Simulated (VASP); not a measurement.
Write the native input for VASP 6.6.1 that does the following.

- Task: single point
- Functional: PBE
- Potentials or basis: VASP PAW PBE potentials, release 64 (Ti_sv)
- Cutoff: 520 eV
- k mesh: 20 × 20 × 20
- Occupations: gaussian, width 0.15 eV
- Spin: no spin polarisation
- Dipole correction: no
- Further INCAR settings: ALGO = Normal; EDIFF = 1e-06; NBANDS = 12

The structure of Ti lies in POSCAR:

```
Ti
1.0
    0.0000000000      2.2209168942      1.7616312805
    2.2209168942      0.0000000000      1.7616312805
    2.2209168942      2.2209168942      0.0000000000
Ti
1
Direct
    0.0000000000      0.0000000000      0.0000000000
```

This cell differs from its parent crystal: volume 17.378 Å^3 an atom, c/a of the conventional cell 0.7932.

The input as run:

INCAR

```
ALGO = Normal
EDIFF = 1E-6
ENCUT = 520
GGA = PE
ISIF = 2
ISMEAR = 0
LASPH = True
LCHARG = False
LREAL = False
LWAVE = False
NBANDS = 12
NELM = 60
PREC = Accurate
SIGMA = 0.15
```

KPOINTS

```
k-points
0
Gamma
  20 20 20
```

Potentials or basis: VASP PAW PBE potentials, release 64 (Ti_sv).

Launch:

```sh
$ cat potpaw_PBE.64/Ti_sv/POTCAR > POTCAR
$ mpirun -np 1 vasp_std > vasp.out
```

It gave:

```yaml
Pressure: -0.6 GPa
Band_gap_on_the_k_mesh: zero (band 6 reaches 9.11 eV, above the bottom of band 7 at 7.56 eV)
```

It took 60 s on 1 thread of Intel Xeon 6975P-C, on a shared host, peak memory 0.25 GiB.
